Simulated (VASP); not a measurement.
Set up this calculation in VASP 6.6.1, as the native input.

- Task: relaxation of cell and atoms
- Functional: PBEsol-based screened hybrid
- Potentials or basis: VASP PAW PBE potentials, release 64 (Ti_sv)
- Cutoff: 600 eV
- k mesh: 6 × 6 × 6
- Occupations: fermi-dirac, width 0.05 eV
- Spin: no spin polarisation
- Dipole correction: no
- Grid for exact exchange (PRECFOCK): Normal
- Share of exact exchange: 0.25
- Further INCAR settings: ALGO = Normal; EDIFF = 1e-06; IBRION = 2; EDIFFG = -0.01; NSW = 60; ISIF = 3
- Screening parameter: 0.207 1/Å

Ti:

```
Ti
1.0
     0.00000    2.03000    2.03000
     2.03000    0.00000    2.03000
     2.03000    2.03000    0.00000
Ti
1
Direct
  0.00000 0.00000 0.00000
```

These files were run (other wordings do the same):

POSCAR

```
Ti
1.0
    0.0000000000      2.0300000000      2.0300000000
    2.0300000000      0.0000000000      2.0300000000
    2.0300000000      2.0300000000      0.0000000000
Ti
1
Direct
    0.0000000000      0.0000000000      0.0000000000
```

INCAR.step1

```
ALGO = Normal
EDIFF = 1E-5
ENCUT = 600
GGA = PE
ISMEAR = -1
LASPH = T
LCHARG = F
LREAL = F
LWAVE = T
NBANDS = 12
NELM = 80
PREC = Accurate
SIGMA = 0.05
```

INCAR.step2

```
AEXX = 0.25
ALGO = Normal
EDIFF = 1E-6
EDIFFG = -0.01
ENCUT = 600
GGA = PS
HFSCREEN = 0.207
IBRION = 2
ISIF = 3
ISMEAR = -1
ISTART = 1
LASPH = T
LCHARG = F
LHFCALC = T
LREAL = F
LWAVE = F
NELM = 80
NSW = 60
PREC = Accurate
PRECFOCK = Normal
SIGMA = 0.05
```

KPOINTS

```
k-points
0
Gamma
  6 6 6
```

Potentials or basis: VASP PAW PBE potentials, release 64 (Ti_sv).

Command:

```sh
$ cat potpaw_PBE.64/Ti_sv/POTCAR > POTCAR
$ cp INCAR.step1 INCAR
$ mpirun -np 1 vasp_std > vasp.out
$ cp INCAR.step2 INCAR
$ mpirun -np 1 vasp_std > vasp.out
```

It gave:

| Quantity | Value |
| --- | --- |
| Pressure after relaxing | 0.1 GPa |
| Band gap on the k mesh | zero (band 6 reaches 9.94 eV, above the bottom of band 7 at 8.44 eV) |

Caveat: the k points lie up to 0.45 Å⁻¹ apart in the final cell; the relaxation stopped at its first step, so nothing moved; the PAW data sets were made with another functional, which shifts forces and pressure a little.

Wall time 22 min on 1 thread of AMD EPYC 7R13 (shared host), peak memory 0.22 GiB.
